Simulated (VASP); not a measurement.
# TiSi2 in VASP: notebook

The runs below take TiSi2 through single point, with PBE.

Everything below comes from runs of VASP 6.6.1. Logs are shortened: lines on timing, memory, paths and dates and some standing lists are left out, and cuts for length are marked.

## (1) The cell of the first run

The cell holds an amorphous packing of atoms, 18 atoms: a = 6.668 Å, b = 6.453 Å, c = 6.744 Å, α = 90.17°, β = 91.62°, γ = 85.70°.

## (2) Single point, PBE

INCAR reads:

```
SYSTEM = TiSi2
PREC = Accurate ; ENCUT = 520
EDIFF = 1E-7 ; ISMEAR = -1
SIGMA = 0.2344 ; LREAL = Auto
LASPH = .True. ; NELM = 100
ALGO = Normal ; ISIF = 2
LWAVE = .False. ; LCHARG = .False.
GGA = PE ; ISYM = 0
NBANDS = 75
```

KPOINTS reads:

```
Automatic mesh
0
Gamma
  1 1 1
  0.25 0.25 0.25
```

POSCAR reads:

```
TiSi2
1.0
    6.6632510000      0.2460850000     -0.0945350000
    0.2460850000      6.4484990000     -0.0081680000
   -0.0945350000     -0.0081680000      6.7432540000
Ti Si
6 12
Direct
    0.4224255586      0.3861447691      0.7949009530
    0.4151013414      0.7739871532      0.8908664174
    0.0746161615      0.5727903628      0.4839618069
    0.7384507618      0.9035302340      0.3966045885
    0.0360454965      1.0408036321      0.7526244518
    0.8975500381      0.6966060849      0.0716506855
    0.4113180872      0.1498905315      0.0716397842
    0.5042577226      0.6379460686      0.5364651468
    0.1896874269      0.8836597476      0.4224080590
    0.8031518787      0.7640523515      0.7506678144
    0.0941718842     -0.0066189772      1.1246106813
    0.1716451231      0.4232917701      0.1277970426
    0.3589394211      0.1283385689      0.5151494527
    0.6781934148      1.0953685380      0.8905666292
    0.5003866348      0.5916026497      0.2193608992
    0.7291178507      0.3168945698      0.5389670255
    1.0082491898      0.4059743558      0.8084267381
    0.7734126046      0.3293184376      0.1613438310
```

Potentials or basis: VASP PAW PBE potentials, release 64 (Ti_sv, Si).

The run is started by

```
> cat potpaw_PBE.64/Ti_sv/POTCAR potpaw_PBE.64/Si/POTCAR > POTCAR
> mpirun -np 1 vasp_std > vasp.out
```

OUTCAR:

```text
SYSTEM = TiSi2
   PREC = Accurate
   ENCUT = 520
   EDIFF = 1E-7
   ISMEAR = -1
   LREAL = Auto
   LASPH = .True.
   NELM = 100
   ISIF = 2
   GGA = PE
   ISYM = 0

 ion  position               nearest neighbor table
   1  0.422  0.386  0.795-   7 2.42   8 2.49  14 2.51  13 2.56   2 2.58  16 2.72  17 2.76  12 2.84

   2  0.415  0.774  0.891-  15 2.54   1 2.58   8 2.61   7 2.71  10 2.78  14 2.82  11 2.97
   3  0.075  0.573  0.484-   9 2.24  17 2.51  12 2.66  10 2.81   8 2.94  16 2.97
   4  0.738  0.904  0.397-  10 2.57   8 2.60   6 2.76  16 2.83  15 2.89  13 2.95   9 3.00
   5  0.036  0.041  0.753-  17 2.38  10 2.45  11 2.54  14 2.58   9 2.65  13 2.81  16 2.96
   6  0.898  0.697  0.072-  10 2.27  11 2.42  12 2.47  18 2.65  17 2.66   4 2.76  15 2.98
   7  0.411  0.150  0.072-  14 2.19  12 2.33   1 2.42  11 2.45   2 2.71  18 2.81  13 3.03  15 3.11

   8  0.504  0.638  0.536-  15 2.16  16 2.46   1 2.49   4 2.60  10 2.61   2 2.61   9 2.63   3 2.94

   9  0.190  0.884  0.422-  13 2.09  11 2.19   3 2.24   8 2.63   5 2.65   4 3.00  15 3.05
  10  0.803  0.764  0.751-   6 2.27  14 2.43   5 2.45   4 2.57   8 2.61  17 2.62   2 2.78   3 2.81

  11  0.094  0.993  0.125-   9 2.19   6 2.42   7 2.45   5 2.54  12 2.86  18 2.94   2 2.97
  12  0.172  0.423  0.128-   7 2.33  17 2.39   6 2.47  15 2.58   3 2.66  18 2.78   1 2.84  11 2.86

  13  0.359  0.128  0.515-   9 2.09   1 2.56   5 2.81  16 2.83   4 2.95   7 3.03
  14  0.678  0.095  0.891-   7 2.19  10 2.43  18 2.47   1 2.51   5 2.58  16 2.81   2 2.82  17 3.15

  15  0.500  0.592  0.219-   8 2.16  18 2.43   2 2.54  12 2.58   4 2.89   6 2.98   9 3.05  16 3.09
                             7 3.11
  16  0.729  0.317  0.539-   8 2.46  18 2.57  17 2.66   1 2.72  14 2.81   4 2.83  13 2.83   5 2.96
                             3 2.97  15 3.09
  17  0.008  0.406  0.808-   5 2.38  12 2.39   3 2.51  10 2.62   6 2.66  16 2.66   1 2.76  18 2.95
                            14 3.15
  18  0.773  0.329  0.161-  15 2.43  14 2.47  16 2.57   6 2.65  12 2.78   7 2.81  11 2.94  17 2.95

IMPORTANT INFORMATION: All symmetrisations will be switched off!
NOSYMM: (Re-)initialisation of all symmetry stuff for point group C_1.

----------------------------------------------------------------------------------------

                                     Primitive cell

  volume of cell :     289.2779

  direct lattice vectors                    reciprocal lattice vectors
     6.663251000  0.246085000 -0.094535000     0.150318448 -0.005733731  0.002100399
     0.246085000  6.448499000 -0.008168000    -0.005733731  0.155293792  0.000107723
    -0.094535000 -0.008168000  6.743254000     0.002100399  0.000107723  0.148325933

  length of vectors
     6.668463735  6.453197959  6.743921566     0.150442424  0.155399644  0.148340843

  position of ions in fractional coordinates (direct lattice)
     0.422425559  0.386144769  0.794900953
     0.415101341  0.773987153  0.890866417
     0.074616162  0.572790363  0.483961807
     0.738450762  0.903530234  0.396604588
     0.036045497  0.040803632  0.752624452
     0.897550038  0.696606085  0.071650686
     0.411318087  0.149890531  0.071639784
     0.504257723  0.637946069  0.536465147
     0.189687427  0.883659748  0.422408059
     0.803151879  0.764052351  0.750667814
     0.094171884  0.993381023  0.124610681
     0.171645123  0.423291770  0.127797043
     0.358939421  0.128338569  0.515149453
     0.678193415  0.095368538  0.890566629
     0.500386635  0.591602650  0.219360899
     0.729117851  0.316894570  0.538967025
     0.008249190  0.405974356  0.808426738
     0.773412605  0.329318438  0.161343831

  ion indices of the primitive-cell ions
   primitive index   ion index
                 1           1
                 2           2
                 3           3
                 4           4
                 5           5
                 6           6
                 7           7
                 8           8
                 9           9
                10          10
                11          11
                12          12
                13          13
                14          14
                15          15
                16          16
                17          17
                18          18

----------------------------------------------------------------------------------------

 KPOINTS: Automatic mesh

Automatic generation of k-mesh.
 Grid dimensions read from file:
 generate k-points for:    1    1    1

 Generating k-lattice:

  Cartesian coordinates                     Fractional coordinates (reciprocal lattice)
     0.150318448 -0.005733731  0.002100399     1.000000000 -0.000000000  0.000000000
    -0.005733731  0.155293792  0.000107723    -0.000000000  1.000000000  0.000000000
     0.002100399  0.000107723  0.148325933     0.000000000  0.000000000  1.000000000

  Length of vectors
     0.150442424  0.155399644  0.148340843

  Shift w.r.t. Gamma in fractional coordinates (k-lattice)
     0.250000000  0.250000000  0.250000000

 Subroutine IBZKPT returns following result:
 ===========================================

 Found      1 irreducible k-points:

 Following reciprocal coordinates:
            Coordinates               Weight
  0.250000  0.250000  0.250000      2.000000
   k-points           NKPTS =      1   k-points in BZ     NKDIM =      1   number of bands    NBANDS=     75
   number of dos      NEDOS =    301   number of ions     NIONS =     18
   total plane-waves  NPLWV = 120000
   dimension x,y,z NGX =    50 NGY =   48 NGZ =   50
   dimension x,y,z NGXF=   100 NGYF=   96 NGZF=  100
   ions per type =               6  12
   NGX,Y,Z   is equivalent  to a cutoff of  12.47, 12.37, 12.33 a.u.
   NGXF,Y,Z  is equivalent  to a cutoff of  24.93, 24.73, 24.65 a.u.
 SYSTEM =  TiSi2
   PREC   = accura    normal or accurate (medium, high low for compatibility)
   ISTART =      0    job   : 0-new  1-cont  2-samecut
   ICHARG =      2    charge: 1-file 2-atom 10-const
   ISPIN  =      1    spin polarized calculation?
   LNONCOLLINEAR =      F non collinear calculations
   LSORBIT =      F    spin-orbit coupling
   LASPH  =      T    aspherical Exc in radial PAW
   ENCUT  =  520.0 eV  38.22 Ry    6.18 a.u.  12.40 12.00 12.54*2*pi/ulx,y,z
   NELM   =    100;   NELMIN=  2; NELMDL= -5     # of ELM steps
   EDIFF  = 0.1E-06   stopping-criterion for ELM
   LREAL  =      T    real-space projection
   EDIFFG = 0.1E-05   stopping-criterion for IOM
   NSW    =      0    number of steps for IOM
   IBRION =     -1    ionic relax: 0-MD 1-quasi-New 2-CG
   NFREE  =      0    steps in history (QN), initial steepest desc. (CG)
   ISIF   =      2    stress and relaxation
   ISYM   =      0    0-nonsym 1-usesym 2-fastsym
   POTIM  = 0.5000    time-step for ionic-motion
   TEBEG  =    0.0;   TEEND  =   0.0 temperature during run
   PSTRESS=    0.0 pullay stress
   NELECT =     120.0000    total number of electrons
   NUPDOWN=      -1.0000    fix difference up-down
   EMIN   =  10.00;   EMAX   =-10.00  energy-range for DOS
   EFERMI =   0.00;   METHOD = LEGACY
   ISMEAR =    -1;   SIGMA  =   0.23  broadening in eV -4-tet -1-fermi 0-gaus
   EFERMI_NEDOS =   21; number of points for ismear=-14 and -15
   IALGO  =     38    algorithm
   IMIX   =      4    mixing-type and parameters
     AMIX     =   0.40;   BMIX     =  1.00
     AMIX_MAG =   1.60;   BMIX_MAG =  1.00
  volume/ion in A,a.u.               =      16.07       108.45
  Fermi-wavevector in a.u.,A,eV,Ry     =   1.220947  2.307255 20.282365  1.490712
  Thomas-Fermi vector in A             =   2.356147
   LORBIT       =      0    0 simple, 1 ext, 2 COOP (PROOUT), +10 PAW based schemes
   GGA     = PE    functional components
   LHFCALC =     F    Hartree Fock is set to
   AEXX    =    0.0000 exact exchange contribution
   IVDW    =     0    specifies the selected vdW correction
   LEPSILON=     F    determine dielectric tensor
   LRPA    =     F    only Hartree local field effects (RPA)
 non-spin polarized calculation
  energy-cutoff  :      520.00
  volume of cell :      289.28
 maximum number of plane-waves:      7793
 NGX is ok and might be reduce to    50
   NGX = 25   NGY = 23   NGZ = 25

 number of electron     120.0000004 magnetization

 Free energy of the ion-electron system (eV)
  ---------------------------------------------------
  ext. energy  EPLUGINS =         0.00000000
  ---------------------------------------------------
  free energy    TOTEN  =      -110.04983570 eV

  energy without entropy =     -107.61414862  energy(sigma->0) =     -108.83199216

 E-fermi :   8.6109     XC(G=0): -10.9940

 val. band max:        8.5814268602   @ k =   0.2500   0.2500   0.2500
 cond. band min:       8.7184951742   @ k =   0.2500   0.2500   0.2500
 fundamental gap:      0.1370683140
 Fermi energy:         8.6108738143

 k-point     1 :       0.2500    0.2500    0.2500
  band No.  band energies     occupation
      1     -48.3460      2.00000
      2     -48.2378      2.00000
      3     -48.1593      2.00000
      4     -47.9513      2.00000
      5     -47.8879      2.00000
      6     -47.8684      2.00000
      7     -24.6722      2.00000
      8     -24.6513      2.00000
      9     -24.6218      2.00000
     10     -24.5923      2.00000
     11     -24.5694      2.00000
     12     -24.5337      2.00000
     13     -24.5060      2.00000
     14     -24.4603      2.00000
     15     -24.4128      2.00000
     16     -24.3352      2.00000
     17     -24.2823      2.00000
     18     -24.2622      2.00000
     19     -24.2440      2.00000
     20     -24.2383      2.00000
     21     -24.2147      2.00000
     22     -24.2081      2.00000
     23     -24.0841      2.00000
     24     -24.0104      2.00000
     25      -3.2858      2.00000
     26      -2.2231      2.00000
     27      -1.9033      2.00000
     28      -1.1418      2.00000
     29      -0.2945      2.00000
     30       0.0853      2.00000
     31       0.8276      2.00000
     32       1.1309      2.00000
     33       1.3196      2.00000
     34       2.0386      2.00000
     35       2.8204      2.00000
     36       2.9897      2.00000
     37       3.5426      2.00000
     38       4.2684      2.00000
     39       4.4914      2.00000
     40       4.7135      2.00000
     41       4.9841      2.00000
     42       5.1615      2.00000
     43       5.4842      2.00000
     44       5.6522      1.99999
     45       5.8423      1.99999
     46       5.9166      1.99998
     47       6.2720      1.99991
     48       6.4484      1.99980
     49       6.6302      1.99957
     50       7.0225      1.99772
     51       7.1582      1.99594
     52       7.2701      1.99346
     53       7.4410      1.98649
     54       7.6192      1.97133
     55       7.8062      1.93742
     56       7.9459      1.88926
     57       8.1418      1.76185
     58       8.1868      1.71857
     59       8.4145      1.39591
     60       8.5814      1.06273
     61       8.7185      0.77438
     62       8.7541      0.70368
     63       8.9066      0.44142
     64       9.1839      0.15968
     65       9.2481      0.12379
     66       9.5261      0.03951
     67       9.6865      0.02013
     68       9.8174      0.01156
     69       9.9370      0.00696
     70      10.1138      0.00328
     71      10.2431      0.00189
     72      10.3050      0.00145
 [bands above 72 left out]

------------------------ aborting loop because EDIFF is reached ----------------------------------------

  FORCE on cell =-STRESS in cart. coord.  units (eV):
  Direction    XX          YY          ZZ          XY          YZ          ZX
  --------------------------------------------------------------------------------------
  -------------------------------------------------------------------------------------
  Total       -1.2118466     18.2337706     16.9722702      3.0564695     -0.4428785      5.9767357
  in kB       -6.7118621    100.9884859     94.0016146     16.9283818     -2.4529005     33.1023955
  external PRESSURE =      62.7594128 kB  Pullay stress =       0.0000000 kB

 VOLUME and BASIS-vectors are now :
 -----------------------------------------------------------------------------
  energy-cutoff  :      520.00
  volume of cell :      289.28
      direct lattice vectors                 reciprocal lattice vectors
     6.663251000  0.246085000 -0.094535000     0.150318448 -0.005733731  0.002100399
     0.246085000  6.448499000 -0.008168000    -0.005733731  0.155293792  0.000107723
    -0.094535000 -0.008168000  6.743254000     0.002100399  0.000107723  0.148325933

 POSITION                                       TOTAL-FORCE (eV/Angst)
 -----------------------------------------------------------------------------------
      2.83461      2.58751      5.31713        -1.007580     -0.207428     -0.216995
      2.87217      5.08593      5.96178        -0.492286      1.710476     -0.097750
      0.59239      3.70805      3.25174        -0.931653     -2.640362      0.540319
      5.10533      6.00490      2.59722        -0.355819      1.297369     -0.587216
      0.17907      0.26585      5.07140         0.552109     -0.483923     -1.344291
      6.14525      4.71235      0.39262        -0.353059     -0.948486      1.063157
      2.77083      1.06720      0.44298        -1.310320     -1.277547      2.330948
      3.46627      4.23350      3.56464         0.005346      0.486530      1.957710
      1.44146      5.74151      2.82325        -0.649297     -0.147940     -0.001281
      5.46866      5.11850      4.97978        -1.431720     -1.007387     -2.571051
      0.86017      6.42797      0.82326        -0.193367      1.612848     -1.030092
      1.23580      2.77079      0.84208         0.989718     -0.226259      0.659969
      2.37459      0.91171      3.43880         2.228499      2.191488      0.851288
      4.45825      0.77460      5.94042         2.337126     -0.365616     -1.037154
      3.45905      3.93630      1.42707         0.602753      0.195628     -1.956959
      4.88533      2.21852      3.56288         0.528174     -0.824548      0.069508
      0.07845      2.61335      5.44733        -0.595894      1.399023      0.510045
      5.21923      2.31262      1.01218         0.077271     -0.763868      0.859843
 -----------------------------------------------------------------------------------
    total drift:                                0.010411     -0.015530     -0.012124

  FREE ENERGIE OF THE ION-ELECTRON SYSTEM (eV)
  ---------------------------------------------------
  free  energy   TOTEN  =      -110.0498356994 eV

  energy  without entropy=     -107.6141486229  energy(sigma->0) =     -108.83199216
```

It took 35 s on 1 thread of Intel Xeon 6975P-C (Granite Rapids), shared host; peak memory 0.32 GiB.

What came out:

* Free energy: -110.0498 eV
* Pressure: 6.3 GPa
* Largest force: 3.239 eV/Å
* Band gap on the k mesh: 0.14 eV

Forces on the atoms (eV/Å):
```
Ti  -1.008 -0.207 -0.217
Ti  -0.492  1.710 -0.098
Ti  -0.932 -2.640  0.540
Ti  -0.356  1.297 -0.587
Ti   0.552 -0.484 -1.344
Ti  -0.353 -0.948  1.063
Si  -1.310 -1.278  2.331
Si   0.005  0.487  1.958
Si  -0.649 -0.148 -0.001
Si  -1.432 -1.007 -2.571
Si  -0.193  1.613 -1.030
Si   0.990 -0.226  0.660
Si   2.228  2.191  0.851
Si   2.337 -0.366 -1.037
Si   0.603  0.196 -1.957
Si   0.528 -0.825  0.070
Si  -0.596  1.399  0.510
Si   0.077 -0.764  0.860
```

Stress tensor (GPa, compression positive):
```
-0.67  1.69  3.31
 1.69 10.10 -0.25
 3.31 -0.25  9.40
```

Caveat: the k points lie up to 0.98 Å⁻¹ apart.

## (3) Single point, PBE

INCAR reads:

```
SYSTEM = TiSi2
PREC = Accurate
ENCUT = 520
EDIFF = 1E-7
ISMEAR = -1
SIGMA = 0.2344
LREAL = Auto
LASPH = .TRUE.
NELM = 60
ALGO = Normal
ISIF = 2
LWAVE = .FALSE.
LCHARG = .FALSE.
GGA = PE
ISYM = 0
NBANDS = 75
```

KPOINTS is that of step 2.

POSCAR reads:

```
TiSi2
1.0
    6.6632510000      0.2460850000     -0.0945350000
    0.2460850000      6.4484990000     -0.0081680000
   -0.0945350000     -0.0081680000      6.7432540000
Ti Si
6 12
Direct
    0.4865855442      0.3022441188      0.9276813678
    0.4238255888      0.8223510725      0.7775696000
    0.1018348538      0.5490105285      0.5645046555
    0.7562782638      0.9468428812      0.3888478142
    0.0756069189      1.0672897316      0.7075778434
    0.9642014786      0.7186193847      0.0522654893
    0.4773874953      0.0051995405      0.1446050077
    0.5087780739      0.4420900099      0.4989763587
    0.1736617916      0.9239901774      0.3836063819
    0.7850946568      0.6950898059      0.6760451878
    0.0591426752      0.0960469093      1.1163716455
    0.2031448560      0.4145666902      0.2317322586
    0.4485170833      0.1214065514      0.5558706837
    0.7319589965      1.0032137975      0.9517996792
    0.3841953926      0.6635064085      0.1040811204
    0.8069067068      0.3247369905      0.6594999057
    1.0635005516      0.3897897623      0.9139845285
    0.8498220147      0.3774201178      0.2831418914
```

Potentials or basis: VASP PAW PBE potentials, release 64 (Ti_sv, Si).

The run is started by

```
> cat potpaw_PBE.64/Ti_sv/POTCAR potpaw_PBE.64/Si/POTCAR > POTCAR
> mpirun -np 1 vasp_std > vasp.out
```

Run time: 42 s. Hardware: 1 thread of Intel Xeon 6975P-C (Granite Rapids), shared host; peak memory 0.32 GiB.

Results (log left out):

```yaml
Free_energy: -111.1526 eV
Pressure: 5.9 GPa
Largest_force: 3.138 eV/Å
Band_gap_on_the_k_mesh: 0.18 eV
```

Forces in eV/Å, atoms in the order of the input:
```
Ti  -1.343  1.613 -1.097
Ti   0.098 -0.769 -0.913
Ti   1.034  0.770 -0.399
Ti   1.265  0.421 -0.496
Ti   0.866 -1.343  1.496
Ti   0.819  0.529  0.351
Si  -2.529 -0.484  1.458
Si  -0.556  3.024 -0.626
Si   0.458 -1.509  1.029
Si  -0.905  1.057  1.457
Si  -0.521 -0.036 -0.982
Si   1.243 -0.913  0.416
Si  -1.178 -1.662  0.426
Si   1.881 -0.074 -1.470
Si   0.808  0.234  0.360
Si  -0.888 -0.826 -0.109
Si   0.303 -0.330 -0.828
Si  -0.856  0.297 -0.071
```

Stress tensor (GPa, compression positive):
```
 5.97 -1.57  3.69
-1.57  9.15 -2.01
 3.69 -2.01  2.68
```

Levels at points of the mesh, in eV from the valence-band top:
```
           k point  band 56  band 57  band 58  band 59  band 60  band 61  band 62  band 63  band 64  band 65
(0.25, 0.25, 0.25)    -0.69    -0.59    -0.31    -0.18     0.00     0.18     0.42     0.49     0.68     0.83
```

Caveat: the k points lie up to 0.98 Å⁻¹ apart.

(Part 1 of 2 ends here.)
